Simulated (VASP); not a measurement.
Input of a VASP 6.6.1 run:

File INCAR:

```
SYSTEM = IrRh3
PREC = Accurate ; ENCUT = 500
EDIFF = 1E-6 ; ISMEAR = -1
SIGMA = 0.15 ; LREAL = .False.
LASPH = .True. ; NELM = 120
ALGO = Normal ; ISIF = 2
LWAVE = .False. ; LCHARG = .False.
NBANDS = 122 ; GGA_COMPAT = .False.
```

File KPOINTS:

```
Automatic mesh
0
Gamma
  2 2 4
  0 0 0
```

The input POSCAR:

```
IrRh3
1.0
    7.6341200000      0.0000000000      0.0000000000
    0.0000000000      7.6341200000      0.0000000000
    0.0000000000      0.0000000000      3.8170600000
Ir Rh
4 12
Direct
    0.0000000000      0.0000000000      0.0000000000
    0.0000000000      0.5000000000      0.0000000000
    0.5000000000      0.0000000000      0.0000000000
    0.5000000000      0.5000000000      0.0000000000
    0.0000000000      0.2500000000      0.5000000000
    0.2500000000      0.0000000000      0.5000000000
    0.2500000000      0.2500000000      0.0000000000
    0.0000000000      0.7500000000      0.5000000000
    0.2500000000      0.5000000000      0.5000000000
    0.2500000000      0.7500000000      0.0000000000
    0.5000000000      0.2500000000      0.5000000000
    0.7500000000      0.0000000000      0.5000000000
    0.7500000000      0.2500000000      0.0000000000
    0.5000000000      0.7500000000      0.5000000000
    0.7500000000      0.5000000000      0.5000000000
    0.7500000000      0.7500000000      0.0000000000
```

Potentials or basis: VASP PAW LDA potentials, release 64 (Ir, Rh_pv).

Launch:

```bash
$ cat potpaw_LDA.64/Ir/POTCAR potpaw_LDA.64/Rh_pv/POTCAR > POTCAR
$ mpirun -np 1 vasp_std > vasp.out
```

(1) Estimate the band gap on the k mesh.

(2) Estimate the pressure.

## Answers

(1) zero (bands 108 and 109 overlap by 0.28 eV).

(2) -8.2 GPa.

Caveat: the k points lie up to 0.41 Å⁻¹ apart; spin-orbit coupling is left out, which moves the levels of the heavy elements.
